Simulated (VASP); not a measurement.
# Sn (Pm-3m) in VASP: further runs

Sn is run at these levels: PBE; tasks: single point, relaxation of cell and atoms.

Everything below comes from runs of VASP 6.6.1. Logs are shortened: lines on timing, memory, paths and dates and some standing lists are left out, and cuts for length are marked.

## Step 1: The cell of the first run

It takes space group Pm-3m (No. 221, cubic). Conventional cell: a = 3.088 Å, b = 3.088 Å, c = 3.088 Å, α = 90.00°, β = 90.00°, γ = 90.00°. Within 4.1 Å of Sn (site symmetry m-3m) lie 6 Sn at 3.09 Å.

## Step 2: Single point, PBE

INCAR

```
SYSTEM = Sn
PREC = Accurate
ENCUT = 520
EDIFF = 1E-7
ISMEAR = -1
SIGMA = 0.05
LREAL = .False.
LASPH = .True.
NELM = 100
ALGO = Normal
ISIF = 2
LWAVE = .False.
LCHARG = .False.
GGA = PE
NBANDS = 13
```

KPOINTS

```
regular mesh
0
Gamma
  13 13 13
  0 0 0
```

POSCAR

```
Sn
1.0
    3.0884268036      0.0000000000      0.0000000000
    0.0000000000      3.0884268036      0.0000000000
    0.0000000000      0.0000000000      3.0884268036
Sn
1
Direct
    0.0000000000      0.0000000000      0.0000000000
```

Potentials or basis: VASP PAW PBE potentials, release 64 (Sn_d).

On the command line:

```bash
cat potpaw_PBE.64/Sn_d/POTCAR > POTCAR
mpirun -np 1 vasp_std > vasp.out
```

OUTCAR:

```text
SYSTEM = Sn
   PREC = Accurate
   ENCUT = 520
   EDIFF = 1E-7
   ISMEAR = -1
   LREAL = .False.
   LASPH = .True.
   NELM = 100
   ISIF = 2
   GGA = PE

 ion  position               nearest neighbor table
   1  0.000  0.000  0.000-

  LATTYP: Found a simple cubic cell.
 ALAT       =     3.0884268036

  Lattice vectors:

 A1 = (   3.0884268036,   0.0000000000,   0.0000000000)
 A2 = (   0.0000000000,   3.0884268036,   0.0000000000)
 A3 = (   0.0000000000,   0.0000000000,   3.0884268036)

Analysis of symmetry for initial positions (statically):
=====================================================================
 Subroutine PRICEL returns:
 Original cell was already a primitive cell.

 Routine SETGRP: Setting up the symmetry group for a
 simple cubic supercell.

 Subroutine GETGRP returns: Found 48 space group operations
 (whereof 48 operations were pure point group operations)
 out of a pool of 48 trial point group operations.

The static configuration has the point symmetry O_h .

Analysis of symmetry for dynamics (positions and initial velocities):
=====================================================================
 Subroutine PRICEL returns:
 Original cell was already a primitive cell.

 Routine SETGRP: Setting up the symmetry group for a
 simple cubic supercell.

 Subroutine GETGRP returns: Found 48 space group operations
 (whereof 48 operations were pure point group operations)
 out of a pool of 48 trial point group operations.

The dynamic configuration has the point symmetry O_h .

 Subroutine INISYM returns: Found 48 space group operations
 (whereof 48 operations are pure point group operations),
 and found     1 'primitive' translations

----------------------------------------------------------------------------------------

                                     Primitive cell

  volume of cell :      29.4586

  direct lattice vectors                    reciprocal lattice vectors
     3.088426804  0.000000000  0.000000000     0.323789445  0.000000000  0.000000000
     0.000000000  3.088426804  0.000000000     0.000000000  0.323789445  0.000000000
     0.000000000  0.000000000  3.088426804     0.000000000  0.000000000  0.323789445

  length of vectors
     3.088426804  3.088426804  3.088426804     0.323789445  0.323789445  0.323789445

  position of ions in fractional coordinates (direct lattice)
     0.000000000  0.000000000  0.000000000

[... 81 lines left out ...]
   ISIF   =      2    stress and relaxation
   ISYM   =      2    0-nonsym 1-usesym 2-fastsym
   POTIM  = 0.5000    time-step for ionic-motion
   TEBEG  =    0.0;   TEEND  =   0.0 temperature during run
   PSTRESS=    0.0 pullay stress
   NELECT =      14.0000    total number of electrons
   NUPDOWN=      -1.0000    fix difference up-down
   EMIN   =  10.00;   EMAX   =-10.00  energy-range for DOS
   EFERMI =   0.00;   METHOD = LEGACY
   ISMEAR =    -1;   SIGMA  =   0.05  broadening in eV -4-tet -1-fermi 0-gaus
   EFERMI_NEDOS =   21; number of points for ismear=-14 and -15
   IALGO  =     38    algorithm
   IMIX   =      4    mixing-type and parameters
     AMIX     =   0.40;   BMIX     =  1.00
     AMIX_MAG =   1.60;   BMIX_MAG =  1.00
  volume/ion in A,a.u.               =      29.46       198.80
  Fermi-wavevector in a.u.,A,eV,Ry     =   1.277557  2.414232 22.206765  1.632151
  Thomas-Fermi vector in A             =   2.410150
   LORBIT       =      0    0 simple, 1 ext, 2 COOP (PROOUT), +10 PAW based schemes
   GGA     = PE    functional components
   LHFCALC =     F    Hartree Fock is set to
   AEXX    =    0.0000 exact exchange contribution
   IVDW    =     0    specifies the selected vdW correction
   LEPSILON=     F    determine dielectric tensor
   LRPA    =     F    only Hartree local field effects (RPA)
 non-spin polarized calculation
  energy-cutoff  :      520.00
  volume of cell :       29.46
 maximum number of plane-waves:       812
 NGX is ok and might be reduce to    24
   NGX = 11   NGY = 11   NGZ = 11

 number of electron      13.9999993 magnetization

 Free energy of the ion-electron system (eV)
  ---------------------------------------------------
  ext. energy  EPLUGINS =         0.00000000
  ---------------------------------------------------
  free energy    TOTEN  =        -3.78204139 eV

  energy without entropy =       -3.77805956  energy(sigma->0) =       -3.78005048

 E-fermi :   6.9728     XC(G=0):  -9.8745

 val. band max:        6.9624909170   @ k =   0.3077   0.3077   0.0000
 cond. band min:       7.0244985716   @ k =   0.2308   0.0000   0.0000
 fundamental gap:      0.0620076546
 Fermi energy:         6.9728397402

 k-point     1 :       0.0000    0.0000    0.0000
  band No.  band energies     occupation
      1     -14.6401      2.00000
      2     -14.6401      2.00000
      3     -14.2797      2.00000
      4     -14.2797      2.00000
      5     -14.2797      2.00000
      6      -3.6674      2.00000
      7      12.1835      0.00000
      8      12.1835      0.00000
      9      12.1835      0.00000
     10      15.4950      0.00000
     11      15.4950      0.00000
     12      16.7597      0.00000
     13      26.8311      0.00000
[... 354 lines left out ...]
  band No.  band energies     occupation
      1     -14.5188      2.00000
      2     -14.4458      2.00000
      3     -14.3547      2.00000
      4     -14.3348      2.00000
      5     -14.2741      2.00000
      6      -0.0315      2.00000
      7       4.9949      2.00000
      8       7.2888      0.00359
      9      12.8498      0.00000
     10      15.6908      0.00000
     11      18.8604      0.00000
     12      21.4897      0.00000
     13      22.2329      0.00000

 [... further k-points ...]

------------------------ aborting loop because EDIFF is reached ----------------------------------------

  FORCE on cell =-STRESS in cart. coord.  units (eV):
  Direction    XX          YY          ZZ          XY          YZ          ZX
  --------------------------------------------------------------------------------------
  -------------------------------------------------------------------------------------
  Total       -0.0112611     -0.0112611     -0.0112611     -0.0000000     -0.0000000      0.0000000
  in kB       -0.6124622     -0.6124622     -0.6124622     -0.0000000     -0.0000000      0.0000000
  external PRESSURE =      -0.6124622 kB  Pullay stress =       0.0000000 kB

 VOLUME and BASIS-vectors are now :
 -----------------------------------------------------------------------------
  energy-cutoff  :      520.00
  volume of cell :       29.46
      direct lattice vectors                 reciprocal lattice vectors
     3.088426804  0.000000000  0.000000000     0.323789445  0.000000000  0.000000000
     0.000000000  3.088426804  0.000000000     0.000000000  0.323789445  0.000000000
     0.000000000  0.000000000  3.088426804     0.000000000  0.000000000  0.323789445

 POSITION                                       TOTAL-FORCE (eV/Angst)
 -----------------------------------------------------------------------------------
      0.00000      0.00000      0.00000         0.000000      0.000000      0.000000
 -----------------------------------------------------------------------------------
    total drift:                                0.000000     -0.000000      0.000000

  FREE ENERGIE OF THE ION-ELECTRON SYSTEM (eV)
  ---------------------------------------------------
  free  energy   TOTEN  =        -3.7820413911 eV

  energy  without entropy=       -3.7780595635  energy(sigma->0) =       -3.78005048
```

Run time: 7.8 s. Hardware: 1 thread of Intel Xeon 6975P-C (Granite Rapids), shared host; peak memory 0.14 GiB.

What came out:

| Item | Value |
| --- | --- |
| Free energy | -3.7820 eV |
| Pressure | -0.1 GPa |
| Band gap on the k mesh | zero (band 7 reaches 12.18 eV, above the bottom of band 8 at 5.04 eV) |

Levels at points of the mesh, in eV from the Fermi level:
```
           k point  band 3  band 4  band 5  band 6  band 7  band 8  band 9  band 10  band 11  band 12
(0.00, 0.00, 0.00)  -21.25  -21.25  -21.25  -10.64    5.21    5.21    5.21     8.52     8.52     9.79
```

Caveat: spin-orbit coupling is left out, which moves the levels of the heavy elements.

## Step 3: Single point, PBE

This run uses another cell than the first one, of 29.56 Å³/atom, 1.003 times its volume.

INCAR

```
SYSTEM = Sn
  ALGO = Normal
  EDIFF = 1E-7
  ENCUT = 520
  GGA = PE
  ISIF = 2
  ISMEAR = -1
  LASPH = .True.
  LCHARG = .False.
  LREAL = .False.
  LWAVE = .False.
  NBANDS = 13
  NELM = 60
  PREC = Accurate
  SIGMA = 0.05
```

KPOINTS

```
k-points
0
Gamma
  13 13 13
  0 0 0
```

POSCAR

```
Sn
1.0
    3.0918405419      0.0000000000      0.0000000000
    0.0000000000      3.0918405419      0.0000000000
    0.0000000000      0.0000000000      3.0918405419
Sn
1
Direct
    0.0000000000      0.0000000000      0.0000000000
```

Potentials or basis: VASP PAW PBE potentials, release 64 (Sn_d).

On the command line:

```bash
cat potpaw_PBE.64/Sn_d/POTCAR > POTCAR
mpirun -np 1 vasp_std > vasp.out
```

Wall time 8.1 s (1 thread of Intel Xeon 6975P-C (Granite Rapids), shared host); peak memory 0.15 GiB.

Results (log left out):

```
Free energy            : -3.7820 eV
Pressure               : -0.2 GPa
Band gap on the k mesh : zero (band 7 reaches 12.13 eV, above the bottom of band 8 at 5.01 eV)
```

Levels at points of the mesh, in eV from the Fermi level:
| k point | band 3 | band 4 | band 5 | band 6 | band 7 | band 8 | band 9 | band 10 | band 11 | band 12 |
| --- | --- | --- | --- | --- | --- | --- | --- | --- | --- | --- |
| (0.00, 0.00, 0.00) | -21.25 | -21.25 | -21.25 | -10.62 | 5.20 | 5.20 | 5.20 | 8.51 | 8.51 | 9.76 |

Caveat: spin-orbit coupling is left out, which moves the levels of the heavy elements.

## Step 4: Relaxation of cell and atoms, PBE

INCAR

```
PREC = Accurate
ENCUT = 600
EDIFF = 1E-7
ISMEAR = -1
SIGMA = 0.05
LREAL = F
LASPH = T
NELM = 80
ALGO = Normal
ISIF = 3
LWAVE = F
LCHARG = F
GGA = PE
IBRION = 2
NSW = 45
EDIFFG = -0.005
```

KPOINTS

```
regular mesh
0
Gamma
  13 13 13
```

POSCAR

```
Sn
1.0
    3.0884268036      0.0000000000      0.0000000000
    0.0000000000      3.0884268036      0.0000000000
    0.0000000000      0.0000000000      3.0884268036
Sn
1
Direct
    0.0000000000      0.0000000000      0.0000000000
```

Potentials or basis: VASP PAW PBE potentials, release 64 (Sn_d).

On the command line:

```bash
cat potpaw_PBE.64/Sn_d/POTCAR > POTCAR
mpirun -np 1 vasp_std > vasp.out
```

OUTCAR:

```text
PREC = Accurate
   ENCUT = 600
   EDIFF = 1E-7
   ISMEAR = -1
   LREAL = F
   LASPH = T
   NELM = 80
   ISIF = 3
   GGA = PE
   IBRION = 2
   NSW = 45
   EDIFFG = -0.005

 ion  position               nearest neighbor table
   1  0.000  0.000  0.000-

  LATTYP: Found a simple cubic cell.
 ALAT       =     3.0884268036

  Lattice vectors:

 A1 = (   3.0884268036,   0.0000000000,   0.0000000000)
 A2 = (   0.0000000000,   3.0884268036,   0.0000000000)
 A3 = (   0.0000000000,   0.0000000000,   3.0884268036)

Analysis of symmetry for initial positions (statically):
=====================================================================
 Subroutine PRICEL returns:
 Original cell was already a primitive cell.

 Routine SETGRP: Setting up the symmetry group for a
 simple cubic supercell.

 Subroutine GETGRP returns: Found 48 space group operations
 (whereof 48 operations were pure point group operations)
 out of a pool of 48 trial point group operations.

The static configuration has the point symmetry O_h .

Analysis of symmetry for dynamics (positions and initial velocities):
[... 160 lines left out ...]
 val. band max:        6.9623563403   @ k =   0.3077   0.3077   0.0000
 cond. band min:       7.0243950125   @ k =   0.2308   0.0000   0.0000
 fundamental gap:      0.0620386721
 Fermi energy:         6.9727199266

 k-point     1 :       0.0000    0.0000    0.0000
  band No.  band energies     occupation
      1     -14.6402      2.00000
      2     -14.6402      2.00000
      3     -14.2800      2.00000
      4     -14.2800      2.00000
      5     -14.2800      2.00000
      6      -3.6676      2.00000
      7      12.1834      0.00000
      8      12.1834      0.00000
      9      12.1834      0.00000
     10      15.4949      0.00000
     11      15.4949      0.00000
[... 309 lines left out ...]
 k-point    24 :       0.3846    0.3077    0.0000
  band No.  band energies     occupation
      1     -14.5190      2.00000
      2     -14.4460      2.00000
      3     -14.3548      2.00000
      4     -14.3349      2.00000
      5     -14.2743      2.00000
      6      -0.0317      2.00000
      7       4.9948      2.00000
      8       7.2887      0.00359
      9      12.8498      0.00000
     10      15.6907      0.00000
     11      18.8603      0.00000

 [... further k-points ...]
[... 5 lines left out ...]
  --------------------------------------------------------------------------------------
  -------------------------------------------------------------------------------------
  Total       -0.0027227     -0.0027227     -0.0027227      0.0000000     -0.0000000     -0.0000000
  in kB       -0.1480810     -0.1480810     -0.1480810      0.0000000     -0.0000000     -0.0000000
  external PRESSURE =      -0.1480810 kB  Pullay stress =       0.0000000 kB

 VOLUME and BASIS-vectors are now :
 -----------------------------------------------------------------------------
  energy-cutoff  :      600.00
  volume of cell :       29.46
      direct lattice vectors                 reciprocal lattice vectors
     3.088426804  0.000000000  0.000000000     0.323789445  0.000000000  0.000000000
     0.000000000  3.088426804  0.000000000     0.000000000  0.323789445  0.000000000
     0.000000000  0.000000000  3.088426804     0.000000000  0.000000000  0.323789445

 POSITION                                       TOTAL-FORCE (eV/Angst)
 -----------------------------------------------------------------------------------
      0.00000      0.00000      0.00000         0.000000      0.000000      0.000000
 -----------------------------------------------------------------------------------
    total drift:                               -0.000000     -0.000000     -0.000000

  FREE ENERGIE OF THE ION-ELECTRON SYSTEM (eV)
  ---------------------------------------------------
  free  energy   TOTEN  =        -3.7820972702 eV

  energy  without entropy=       -3.7781155976  energy(sigma->0) =       -3.78010643

 reached required accuracy - stopping structural energy minimisation
```

OSZICAR:

```text
N       E                     dE             d eps       ncg     rms          rms(c)
DAV:   1     0.756786233480E+02    0.75679E+02   -0.82151E+03  1863   0.200E+03
DAV:   2     0.108554742098E+01   -0.74593E+02   -0.72882E+02  1884   0.347E+02
DAV:   3    -0.367184130646E+01   -0.47574E+01   -0.47257E+01  2150   0.802E+01
DAV:   4    -0.378213368091E+01   -0.11029E+00   -0.11025E+00  2140   0.131E+01
DAV:   5    -0.378665318521E+01   -0.45195E-02   -0.45194E-02  2336   0.252E+00    0.155E+00
DAV:   6    -0.378196647233E+01    0.46867E-02   -0.11978E-02  2189   0.210E+00    0.877E-01
DAV:   7    -0.378200725968E+01   -0.40787E-04   -0.87195E-03  2188   0.175E+00    0.114E-01
DAV:   8    -0.378210342361E+01   -0.96164E-04   -0.10401E-03  2145   0.577E-01    0.319E-02
DAV:   9    -0.378209813003E+01    0.52936E-05   -0.23284E-05  2287   0.726E-02    0.197E-02
DAV:  10    -0.378209682865E+01    0.13014E-05   -0.93228E-06  2025   0.500E-02    0.365E-03
DAV:  11    -0.378209737529E+01   -0.54664E-06   -0.31781E-07  2114   0.104E-02    0.482E-04
DAV:  12    -0.378209722310E+01    0.15219E-06   -0.48762E-08  1434   0.211E-03    0.167E-04
DAV:  13    -0.378209727022E+01   -0.47115E-07   -0.25039E-09  1074   0.697E-04
   1 F= -.37820973E+01 E0= -.37801064E+01  d E =-.378210E+01
```

CONTCAR:

```text
Sn
   1.00000000000000
     3.0884268036000000    0.0000000000000000    0.0000000000000000
     0.0000000000000000    3.0884268036000000    0.0000000000000000
     0.0000000000000000    0.0000000000000000    3.0884268036000000
  Sn
     1
Direct
     0.0000000000000000    0.0000000000000000    0.0000000000000000

  0.00000000E+00  0.00000000E+00  0.00000000E+00
```

Wall time 14 s (1 thread of Intel Xeon 6975P-C (Granite Rapids), shared host); peak memory 0.17 GiB.

What came out:

```yaml
Free_energy: -3.7821 eV
Pressure_after_relaxing: 0.0 GPa
Band_gap_on_the_k_mesh: zero (band 7 reaches 12.18 eV, above the bottom of band 8 at 5.04 eV)
```

Final structure:
```
CELL_PARAMETERS angstrom
3.08843 0.00000 0.00000
0.00000 3.08843 0.00000
0.00000 0.00000 3.08843
ATOMIC_POSITIONS crystal
Sn 0.00000 0.00000 0.00000
```

Levels at points of the mesh, in eV from the Fermi level:
| k point | band 4 | band 5 | band 6 | band 7 | band 8 | band 9 | band 10 | band 11 |
| --- | --- | --- | --- | --- | --- | --- | --- | --- |
| (0.00, 0.00, 0.00) | -21.25 | -21.25 | -10.64 | 5.21 | 5.21 | 5.21 | 8.52 | 8.52 |

Caveat: the relaxation stopped at its first step, so nothing moved; spin-orbit coupling is left out, which moves the levels of the heavy elements.

## Step 5: Relaxation of cell and atoms, PBE

This run uses another cell than the first one, of 30.24 Å³/atom, 1.027 times its volume.

INCAR

```
SYSTEM = Sn
ALGO = Normal
EDIFF = 1E-6
EDIFFG = -0.005
ENCUT = 600
GGA = PE
IBRION = 2
ISIF = 3
ISMEAR = -1
LASPH = .TRUE.
LCHARG = .FALSE.
LREAL = .FALSE.
LWAVE = .FALSE.
NELM = 80
NSW = 60
PREC = Accurate
SIGMA = 0.05
```

KPOINTS

```
k-points
0
G
  13 13 13
  0 0 0
```

POSCAR

```
Sn
1.0
    3.1154964611      0.0000000000      0.0000000000
    0.0000000000      3.1154964611      0.0000000000
    0.0000000000      0.0000000000      3.1154964611
Sn
1
Direct
    0.0000000000      0.0000000000      0.0000000000
```

On the command line:

```bash
cat potpaw_PBE.64/Sn_d/POTCAR > POTCAR
mpirun -np 1 vasp_std > vasp.out
```

It took 30 s on 1 thread of Intel Xeon 6975P-C (Granite Rapids), shared host; peak memory 0.18 GiB.

It converged, with:

```
Free energy                            : -3.7822 eV
Relaxed volume                         : 29.44 Å³/atom
Relaxed cell                           : a = 3.088 Å, b = 3.088 Å, c = 3.088 Å, α = 90.00°, β = 90.00°, γ = 90.00°
Space group after relaxing (to 0.05 Å) : Pm-3m (No. 221)
Energy gained by relaxing              : 2.9 meV/atom
Ionic steps                            : 3
Pressure after relaxing                : 0.0 GPa
Band gap on the k mesh                 : zero (band 7 reaches 12.19 eV, above the bottom of band 8 at 5.05 eV)
```

The path:
| step | energy change (eV) | largest force (eV/Å) | pressure (GPa) | volume (Å³) |
| --- | --- | --- | --- | --- |
| 1 | 0.0000 | 0.0000 | -1.16 | 30.24 |
| 2 | -0.0028 | 0.0000 | 0.24 | 29.29 |
| 3 | -0.0029 | 0.0000 | 0.02 | 29.44 |

Final structure:
```xyz
1
Lattice="3.0879 0.0000 0.0000 0.0000 3.0879 0.0000 0.0000 0.0000 3.0879" Properties=species:S:1:pos:R:3 pbc="T T T"
Sn    0.0000    0.0000    0.0000
```

Levels at points of the mesh, in eV from the Fermi level:
| k point | band 5 | band 6 | band 7 | band 8 | band 9 | band 10 |
| --- | --- | --- | --- | --- | --- | --- |
| (0.00, 0.00, 0.00) | -21.25 | -10.64 | 5.21 | 5.21 | 5.21 | 8.52 |

Caveat: spin-orbit coupling is left out, which moves the levels of the heavy elements.

## Step 6: The runs side by side

```tsv
task	cell	cutoff (eV)	gap on the mesh (eV)	pressure (GPa)
single point	a = 3.088 Å, 1 atom	520	none	-0.1
single point	a = 3.092 Å, 1 atom	520	none	-0.2
relaxation of cell and atoms	relaxed from a = 3.088 Å, 1 atom	600	none	0.0
relaxation of cell and atoms	relaxed from a = 3.115 Å, 1 atom	600	none	0.0
```

Alike in all rows: level PBE; potentials or basis VASP PAW PBE potentials, release 64 (Sn_d); no spin polarisation; k mesh 13 × 13 × 13; smearing fermi-dirac 0.05 eV.

Caveats: spin-orbit coupling is left out, which moves the levels of the heavy elements; the relaxation stopped at its first step, so nothing moved (some runs).

Absolute energies hang on the potentials; compare differences alone.
